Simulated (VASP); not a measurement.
# ZnIrC4N4 (P-43m) in VASP: notebook

The runs below take ZnIrC4N4 through single point, with PBE.

Everything below comes from runs of VASP 6.6.1. Logs are shortened: lines on timing, memory, paths and dates and some standing lists are left out, and cuts for length are marked.

## 1. The cell of the first run

Symmetry: P-43m, No. 215, cubic system. Conventional cell: a = 5.883 Å, b = 5.883 Å, c = 5.883 Å, α = 90.00°, β = 90.00°, γ = 90.00°. Zn (site symmetry -43m) has 4 C at 1.92 Å within 2.5 Å. Ir (site symmetry -43m) has 4 N at 2.01 Å within 2.7 Å. C (site symmetry 3m) has 1 N at 1.17 Å within 1.6 Å. N (site symmetry 3m) has 1 C at 1.17 Å within 1.6 Å.

## 2. Single point, PBE, collinear spin

Input file INCAR:

```
ALGO = Normal ; EDIFF = 1E-7
ENCUT = 520 ; GGA = PE
ISIF = 2 ; ISMEAR = 0
ISPIN = 2 ; LASPH = True
LCHARG = False ; LMAXMIX = 4
LORBIT = 11 ; LREAL = False
LWAVE = False ; MAGMOM = 0 1 0 0 0 0 0 0 0 0
NBANDS = 44 ; NELM = 150
PREC = Accurate ; SIGMA = 0.1
```

Input file KPOINTS:

```
k-points
0
Gamma
  4 4 4
```

Input file POSCAR:

```
ZnIrC4N4
1.0
    5.8826218900      0.0000000000      0.0000000000
    0.0000000000      5.8826218900      0.0000000000
    0.0000000000      0.0000000000      5.8826218900
Zn Ir C N
1 1 4 4
Direct
    0.0000000000      0.0000000000      0.0000000000
    0.5000000000      0.5000000000      0.5000000000
    0.1881440800      0.1881440800      0.1881440800
    0.1881440800      0.8118559200      0.8118559200
    0.8118559200      0.1881440800      0.8118559200
    0.8118559200      0.8118559200      0.1881440800
    0.3029738000      0.3029738000      0.3029738000
    0.3029738000      0.6970262000      0.6970262000
    0.6970262000      0.3029738000      0.6970262000
    0.6970262000      0.6970262000      0.3029738000
```

Potentials or basis: VASP PAW PBE potentials, release 64 (Zn, Ir, C, N).

Started as:

```sh
$ cat potpaw_PBE.64/Zn/POTCAR potpaw_PBE.64/Ir/POTCAR potpaw_PBE.64/C/POTCAR potpaw_PBE.64/N/POTCAR > POTCAR
$ mpirun -np 1 vasp_std > vasp.out
```

OUTCAR:

```text
EDIFF = 1E-7
   ENCUT = 520
   GGA = PE
   ISIF = 2
   ISMEAR = 0
   ISPIN = 2
   LASPH = True
   LORBIT = 11
   LREAL = False
   NELM = 150
   PREC = Accurate

 ion  position               nearest neighbor table
   1  0.000  0.000  0.000-   3 1.92   4 1.92   5 1.92   6 1.92
   2  0.500  0.500  0.500-   7 2.01   8 2.01   9 2.01  10 2.01
   3  0.188  0.188  0.188-   7 1.17   1 1.92
   4  0.188  0.812  0.812-   8 1.17   1 1.92
   5  0.812  0.188  0.812-   9 1.17   1 1.92
   6  0.812  0.812  0.188-  10 1.17   1 1.92
   7  0.303  0.303  0.303-   3 1.17   2 2.01
   8  0.303  0.697  0.697-   4 1.17   2 2.01
   9  0.697  0.303  0.697-   5 1.17   2 2.01
  10  0.697  0.697  0.303-   6 1.17   2 2.01

  LATTYP: Found a simple cubic cell.
 ALAT       =     5.8826218900

  Lattice vectors:

 A1 = (   5.8826218900,   0.0000000000,   0.0000000000)
 A2 = (   0.0000000000,   5.8826218900,   0.0000000000)
 A3 = (   0.0000000000,   0.0000000000,   5.8826218900)

Analysis of symmetry for initial positions (statically):
=====================================================================
 Subroutine PRICEL returns:
 Original cell was already a primitive cell.

 Routine SETGRP: Setting up the symmetry group for a
 simple cubic supercell.

 Subroutine GETGRP returns: Found 24 space group operations
 (whereof 24 operations were pure point group operations)
 out of a pool of 48 trial point group operations.

The static configuration has the point symmetry T_d .

Analysis of symmetry for dynamics (positions and initial velocities):
=====================================================================
 Subroutine PRICEL returns:
 Original cell was already a primitive cell.

 Routine SETGRP: Setting up the symmetry group for a
 simple cubic supercell.

 Subroutine GETGRP returns: Found 24 space group operations
 (whereof 24 operations were pure point group operations)
 out of a pool of 48 trial point group operations.

The dynamic configuration has the point symmetry T_d .

Analysis of structural, dynamic, and magnetic symmetry:
=====================================================================
 Subroutine PRICEL returns:
 Original cell was already a primitive cell.

 Routine SETGRP: Setting up the symmetry group for a
 simple cubic supercell.

 Subroutine GETGRP returns: Found 24 space group operations
 (whereof 24 operations were pure point group operations)
 out of a pool of 48 trial point group operations.

The overall configuration has the point symmetry T_d .

 Subroutine INISYM returns: Found 24 space group operations
 (whereof 24 operations are pure point group operations),
 and found     1 'primitive' translations

----------------------------------------------------------------------------------------

                                     Primitive cell

  volume of cell :     203.5695

  direct lattice vectors                    reciprocal lattice vectors
     5.882621890  0.000000000  0.000000000     0.169992228  0.000000000  0.000000000
     0.000000000  5.882621890  0.000000000     0.000000000  0.169992228  0.000000000
     0.000000000  0.000000000  5.882621890     0.000000000  0.000000000  0.169992228

  length of vectors
     5.882621890  5.882621890  5.882621890     0.169992228  0.169992228  0.169992228

  position of ions in fractional coordinates (direct lattice)
     0.000000000  0.000000000  0.000000000
     0.500000000  0.500000000  0.500000000
     0.188144080  0.188144080  0.188144080
     0.188144080  0.811855920  0.811855920
     0.811855920  0.188144080  0.811855920
     0.811855920  0.811855920  0.188144080
     0.302973800  0.302973800  0.302973800
     0.302973800  0.697026200  0.697026200
     0.697026200  0.302973800  0.697026200
     0.697026200  0.697026200  0.302973800

  ion indices of the primitive-cell ions
   primitive index   ion index
                 1           1
                 2           2
                 3           3
                 4           4
[... 50 lines left out ...]
   ions per type =               1   1   4   4
   NGX,Y,Z   is equivalent  to a cutoff of  13.57, 13.57, 13.57 a.u.
   NGXF,Y,Z  is equivalent  to a cutoff of  27.13, 27.13, 27.13 a.u.
 SYSTEM =  unknown system
   PREC   = accura    normal or accurate (medium, high low for compatibility)
   ISTART =      0    job   : 0-new  1-cont  2-samecut
   ICHARG =      2    charge: 1-file 2-atom 10-const
   ISPIN  =      2    spin polarized calculation?
   LNONCOLLINEAR =      F non collinear calculations
   LSORBIT =      F    spin-orbit coupling
   LASPH  =      T    aspherical Exc in radial PAW
   ENCUT  =  520.0 eV  38.22 Ry    6.18 a.u.  10.94 10.94 10.94*2*pi/ulx,y,z
   NELM   =    150;   NELMIN=  2; NELMDL= -5     # of ELM steps
   EDIFF  = 0.1E-06   stopping-criterion for ELM
   LREAL  =      F    real-space projection
   EDIFFG = 0.1E-05   stopping-criterion for IOM
   NSW    =      0    number of steps for IOM
   IBRION =     -1    ionic relax: 0-MD 1-quasi-New 2-CG
   NFREE  =      0    steps in history (QN), initial steepest desc. (CG)
   ISIF   =      2    stress and relaxation
   ISYM   =      2    0-nonsym 1-usesym 2-fastsym
   POTIM  = 0.5000    time-step for ionic-motion
   TEBEG  =    0.0;   TEEND  =   0.0 temperature during run
   PSTRESS=    0.0 pullay stress
   NELECT =      57.0000    total number of electrons
   NUPDOWN=      -1.0000    fix difference up-down
   EMIN   =  10.00;   EMAX   =-10.00  energy-range for DOS
   EFERMI =   0.00;   METHOD = LEGACY
   ISMEAR =     0;   SIGMA  =   0.10  broadening in eV -4-tet -1-fermi 0-gaus
   EFERMI_NEDOS =   21; number of points for ismear=-14 and -15
   IALGO  =     38    algorithm
   IMIX   =      4    mixing-type and parameters
     AMIX     =   0.40;   BMIX     =  1.00
     AMIX_MAG =   1.60;   BMIX_MAG =  1.00
  volume/ion in A,a.u.               =      20.36       137.38
  Fermi-wavevector in a.u.,A,eV,Ry     =   1.071015  2.023925 15.606875  1.147073
  Thomas-Fermi vector in A             =   2.206742
   LORBIT       =     11    0 simple, 1 ext, 2 COOP (PROOUT), +10 PAW based schemes
   GGA     = PE    functional components
   LHFCALC =     F    Hartree Fock is set to
   AEXX    =    0.0000 exact exchange contribution
   IVDW    =     0    specifies the selected vdW correction
   LEPSILON=     F    determine dielectric tensor
   LRPA    =     F    only Hartree local field effects (RPA)
 spin polarized calculation
 Gauss-broadening in eV      SIGMA  =   0.10
  energy-cutoff  :      520.00
  volume of cell :      203.57
 maximum number of plane-waves:      5520
 NGX is ok and might be reduce to    48
   NGX = 21   NGY = 21   NGZ = 21

 number of electron      56.9999991 magnetization       2.9999844

 Free energy of the ion-electron system (eV)
  ---------------------------------------------------
  ext. energy  EPLUGINS =         0.00000000
  ---------------------------------------------------
  free energy    TOTEN  =       -73.28753897 eV

  energy without entropy =      -73.28753897  energy(sigma->0) =      -73.28753897

 E-fermi :  -0.6698     XC(G=0):  -7.3414

 val. band max:       -1.1009213024   @ k =   0.5000   0.5000   0.0000
 cond. band min:      -0.2607573900   @ k =   0.0000   0.0000   0.0000
 fundamental gap:      0.8401639124
 Fermi energy:        -0.6698194834

 spin component 1

 k-point     1 :       0.0000    0.0000    0.0000
  band No.  band energies     occupation
      1     -18.9653      1.00000
      2     -18.8239      1.00000
      3     -18.8239      1.00000
      4     -18.8239      1.00000
      5     -10.1492      1.00000
      6      -9.3523      1.00000
[... 419 lines left out ...]
     39       4.9383      0.00000
     40       6.3767      0.00000
 Fermi energy:        -0.6698194834

 spin component 2

 k-point     1 :       0.0000    0.0000    0.0000
  band No.  band energies     occupation
      1     -18.8290      1.00000
      2     -18.6892      1.00000
      3     -18.6892      1.00000
      4     -18.6892      1.00000
      5      -9.8853      1.00000
      6      -9.0125      1.00000
[... 419 lines left out ...]
     39       5.8298      0.00000
     40       6.5135      0.00000
 [bands above 40 left out]

------------------------ aborting loop because EDIFF is reached ----------------------------------------

  FORCE on cell =-STRESS in cart. coord.  units (eV):
  Direction    XX          YY          ZZ          XY          YZ          ZX
  --------------------------------------------------------------------------------------
  -------------------------------------------------------------------------------------
  Total        3.9342068      3.9342068      3.9342068     -0.0000000      0.0000000     -0.0000000
  in kB       30.9638503     30.9638503     30.9638503     -0.0000000      0.0000000     -0.0000000
  external PRESSURE =      30.9638503 kB  Pullay stress =       0.0000000 kB

 VOLUME and BASIS-vectors are now :
 -----------------------------------------------------------------------------
  energy-cutoff  :      520.00
  volume of cell :      203.57
      direct lattice vectors                 reciprocal lattice vectors
     5.882621890  0.000000000  0.000000000     0.169992228  0.000000000  0.000000000
     0.000000000  5.882621890  0.000000000     0.000000000  0.169992228  0.000000000
     0.000000000  0.000000000  5.882621890     0.000000000  0.000000000  0.169992228

 POSITION                                       TOTAL-FORCE (eV/Angst)
 -----------------------------------------------------------------------------------
      0.00000      0.00000      0.00000        -0.000000      0.000000      0.000000
      2.94131      2.94131      2.94131        -0.000000      0.000000      0.000000
      1.10678      1.10678      1.10678         0.432265      0.432265      0.432265
      1.10678      4.77584      4.77584         0.432265     -0.432265     -0.432265
      4.77584      1.10678      4.77584        -0.432265      0.432265     -0.432265
      4.77584      4.77584      1.10678        -0.432265     -0.432265      0.432265
      1.78228      1.78228      1.78228         0.123690      0.123690      0.123690
      1.78228      4.10034      4.10034         0.123690     -0.123690     -0.123690
      4.10034      1.78228      4.10034        -0.123690      0.123690     -0.123690
      4.10034      4.10034      1.78228        -0.123690     -0.123690      0.123690
 -----------------------------------------------------------------------------------
    total drift:                               -0.000000     -0.000000      0.000000

  FREE ENERGIE OF THE ION-ELECTRON SYSTEM (eV)
  ---------------------------------------------------
  free  energy   TOTEN  =       -73.2875389656 eV

  energy  without entropy=      -73.2875389654  energy(sigma->0) =      -73.28753897

 total charge

# of ion       s       p       d       tot
------------------------------------------
    1        0.585   0.831   9.789  11.205
    2        0.551   0.708   6.872   8.131
    3        0.961   1.630   0.000   2.591
    4        0.961   1.630   0.000   2.591
    5        0.961   1.630   0.000   2.591
    6        0.961   1.630   0.000   2.591
    7        1.289   2.604   0.000   3.893
    8        1.289   2.604   0.000   3.893
    9        1.289   2.604   0.000   3.893
   10        1.289   2.604   0.000   3.893
--------------------------------------------------
tot         10.134  18.478  16.661  45.273

 magnetization (x)

# of ion       s       p       d       tot
------------------------------------------
    1       -0.000   0.002   0.016   0.018
    2        0.018   0.196   1.744   1.957
    3        0.008   0.072   0.000   0.080
    4        0.008   0.072   0.000   0.080
    5        0.008   0.072   0.000   0.080
    6        0.008   0.072   0.000   0.080
    7        0.015   0.029   0.000   0.044
    8        0.015   0.029   0.000   0.044
    9        0.015   0.029   0.000   0.044
   10        0.015   0.029   0.000   0.044
--------------------------------------------------
tot          0.113   0.599   1.760   2.472
```

Wall time 9.6 min (1 thread of Intel Xeon 8259CL, shared host); peak memory 0.49 GiB.

Results:

- Free energy: -73.2875 eV
- Pressure: 3.1 GPa
- Largest force: 0.749 eV/Å
- Band gap on the k mesh: 0.84 eV (least direct gap 1.06 eV)
- Net moment: 3.00 μB per cell
- Site moments: Zn +0.02; Ir +1.96; C +0.08; N +0.04 μB
- Valence electrons inside the program's atomic spheres: Zn 11.21; Ir 8.13; C 2.59; N 3.89

Forces in eV/Å, atoms in the order of the input:
```
Zn   0.000  0.000  0.000
Ir   0.000  0.000  0.000
C    0.432  0.432  0.432
C    0.432 -0.432 -0.432
C   -0.432  0.432 -0.432
C   -0.432 -0.432  0.432
N    0.124  0.124  0.124
N    0.124 -0.124 -0.124
N   -0.124  0.124 -0.124
N   -0.124 -0.124  0.124
```

Caveat: the cell stands under pressure; spin-orbit coupling is left out, which moves the levels of the heavy elements. A k mesh can miss the band edges.

## 3. Single point, PBE, collinear spin

This run uses another cell than the first one, of 21.44 Å³/atom.

Input file INCAR:

```
PREC = Accurate ; ENCUT = 520
EDIFF = 1E-7 ; ISMEAR = 0
SIGMA = 0.1 ; LREAL = F
LASPH = T ; NELM = 150
ALGO = Normal ; ISIF = 2
LWAVE = F ; LCHARG = F
ISPIN = 2 ; MAGMOM = 0 1 0 0 0 0 0 0 0 0
LORBIT = 11 ; LMAXMIX = 4
GGA = PE ; NBANDS = 44
```

Input file KPOINTS:

```
regular mesh
0
Gamma
  4 4 4
```

Input file POSCAR:

```
ZnIrC4N4
1.0
    5.9851105366      0.0000000000      0.0000000000
    0.0000000000      5.9851105366      0.0000000000
    0.0000000000      0.0000000000      5.9851105366
Zn Ir C N
1 1 4 4
Direct
    0.0000000000      0.0000000000      0.0000000000
    0.5000000000      0.5000000000      0.5000000000
    0.1927467613      0.1927467613      0.1927467613
    0.1927467613      0.8072532387      0.8072532387
    0.8072532387      0.1927467613      0.8072532387
    0.8072532387      0.8072532387      0.1927467613
    0.3055494703      0.3055494703      0.3055494703
    0.3055494703      0.6944505297      0.6944505297
    0.6944505297      0.3055494703      0.6944505297
    0.6944505297      0.6944505297      0.3055494703
```

Potentials or basis: VASP PAW PBE potentials, release 64 (Zn, Ir, C, N).

Started as:

```sh
$ cat potpaw_PBE.64/Zn/POTCAR potpaw_PBE.64/Ir/POTCAR potpaw_PBE.64/C/POTCAR potpaw_PBE.64/N/POTCAR > POTCAR
$ mpirun -np 1 vasp_std > vasp.out
```

It took 8.2 min on 1 thread of Intel Xeon 8259CL, shared host; peak memory 0.5 GiB.

Results (log left out):

```yaml
Free_energy: -73.4894 eV
Pressure: 0.8 GPa
Largest_force: 0.345 eV/Å
Band_gap_on_the_k_mesh: 0.91 eV (least direct gap 1.11 eV)
Net_moment: 3.00 μB per cell
Site_moments: Zn +0.01; Ir +1.98; C +0.08; N +0.04 μB
Valence_electrons_inside_the_program's_atomic_spheres: Zn 10.98; Ir 8.10; C 2.58; N 3.89
```

Forces in eV/Å, atoms in the order of the input:
```
Zn   0.000  0.000  0.000
Ir   0.000  0.000  0.000
C   -0.161 -0.161 -0.161
C   -0.161  0.161  0.161
C    0.161 -0.161  0.161
C    0.161  0.161 -0.161
N    0.199  0.199  0.199
N    0.199 -0.199 -0.199
N   -0.199  0.199 -0.199
N   -0.199 -0.199  0.199
```

Levels at points of the mesh, in eV from the valence-band top:
Spin up:
```csv
k point,band 27,band 28,band 29,band 30,band 31,band 32,band 33,band 34
"(0.00, 0.00, 0.00)",-1.31,-0.37,-0.37,-0.37,4.24,4.24,4.24,4.69
"(0.50, 0.00, 0.00)",-1.18,-0.21,-0.03,-0.03,3.93,3.93,4.35,4.40
"(0.50, 0.50, 0.00)",-1.15,-0.24,0.00,0.00,4.02,4.02,4.34,4.45
"(0.50, 0.50, 0.50)",-1.19,-0.25,-0.25,-0.25,4.37,4.37,4.37,4.97
```
Spin down:
| k point | band 23 | band 24 | band 25 | band 26 | band 27 | band 28 | band 29 | band 30 | band 31 | band 32 |
| --- | --- | --- | --- | --- | --- | --- | --- | --- | --- | --- |
| (0.00, 0.00, 0.00) | -2.70 | -2.70 | -2.70 | -0.68 | -0.68 | 0.91 | 0.91 | 0.92 | 4.65 | 4.65 |
| (0.50, 0.00, 0.00) | -2.99 | -2.78 | -2.78 | -0.61 | -0.55 | 1.14 | 1.28 | 1.28 | 4.15 | 4.15 |
| (0.50, 0.50, 0.00) | -2.97 | -2.76 | -2.76 | -0.60 | -0.54 | 1.11 | 1.34 | 1.34 | 4.16 | 4.16 |
| (0.50, 0.50, 0.50) | -2.74 | -2.74 | -2.74 | -0.59 | -0.59 | 1.10 | 1.10 | 1.10 | 4.65 | 4.65 |

Caveat: spin-orbit coupling is left out, which moves the levels of the heavy elements. A k mesh can miss the band edges.
